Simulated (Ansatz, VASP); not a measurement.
# One calculation of Si4Se, two programs

INCAR

```
SYSTEM = Si4Se
PREC = Accurate
ENCUT = 600
EDIFF = 1E-7
ISMEAR = 0
SIGMA = 0.1
LREAL = .False.
LASPH = .True.
NELM = 80
ALGO = Normal
ISIF = 3
LWAVE = .False.
LCHARG = .False.
GGA = PE
IBRION = 2
NSW = 90
EDIFFG = -0.04
```

KPOINTS

```
Automatic mesh
0
Gamma
  6 6 2
  0 0 0
```

The input POSCAR:

```
Si4Se
1.0
    3.0592273900      0.0000000000      0.0000000000
   -1.5296137000      2.6493686400      0.0000000000
    0.0000000000      0.0000000000      9.8368887200
Si Se
4 1
Direct
    0.3333333300      0.6666666700      0.8658552800
    0.3333333300      0.6666666700      0.3767953500
    0.6666666700      0.3333333300      0.1341447200
    0.6666666700      0.3333333300      0.6232046500
    0.0000000000      0.0000000000      0.0000000000
```

Input for Ansatz:

```yaml
crystal:
  lattice:
    - [3.05922739, 0.0, 0.0]
    - [-1.5296137, 2.64936864, 0.0]
    - [0.0, 0.0, 9.83688872]
  atoms:
    - { symbol: Si, position: [0.33333333, 0.66666667, 0.86585528] }
    - { symbol: Si, position: [0.33333333, 0.66666667, 0.37679535] }
    - { symbol: Si, position: [0.66666667, 0.33333333, 0.13414472] }
    - { symbol: Si, position: [0.66666667, 0.33333333, 0.62320465] }
    - { symbol: Se, position: [0.0, 0.0, 0.0] }
basis:
  ecutwfc: 420
kpoints:
  mp_grid: { grid: [6, 6, 2] }
hamiltonian:
  xc: pbe
scf:
  occupations: { method: gaussian, width: 0.1 }
  lower_state_search: "off"
output:
  forces: true
  stress: true
  eigenvalues: true
relax:
  adjacent_minimum: "off"
  f_tol: 0.04
  max_steps: 70
  cell: { stress_tol: 0.4 }
```

Change from the starting cell: species swapped into the Co4H type (P-3m1, No. 164).

Alike in both runs: task relaxation of cell and atoms; functional PBE; k mesh 6 × 6 × 2; occupations gaussian, width 0.1 eV; no spin polarisation.

|  | VASP | Ansatz |
| --- | --- | --- |
| version | VASP 6.6.1 | Ansatz 0.2.0 |
| potentials or method | VASP PAW PBE potentials, release 64 (Si, Se), cutoff 600 eV | scalar-relativistic, plane waves, PAW |
| valence electrons in the cell | 22 | 32 |

|  | VASP | Ansatz | Ansatz less VASP |
| --- | --- | --- | --- |
| gap on the k mesh at the Fermi level, each at its own relaxed structure (eV) | none | none | - |
| relaxed volume (Å³/atom) | 17.55 | 17.48 | -0.067 |
| relaxed cell length with the largest relative difference (Å) | 3.619 | 3.611 | -0.0075 |

A gap of «none» marks a metal or a gap that the smearing closes. VASP's potentials hold 22 valence electrons a cell and Ansatz's 32, so a difference there can come from the potentials and not from the codes.

The k mesh is coarse, so the values compare programs but aren't converged.
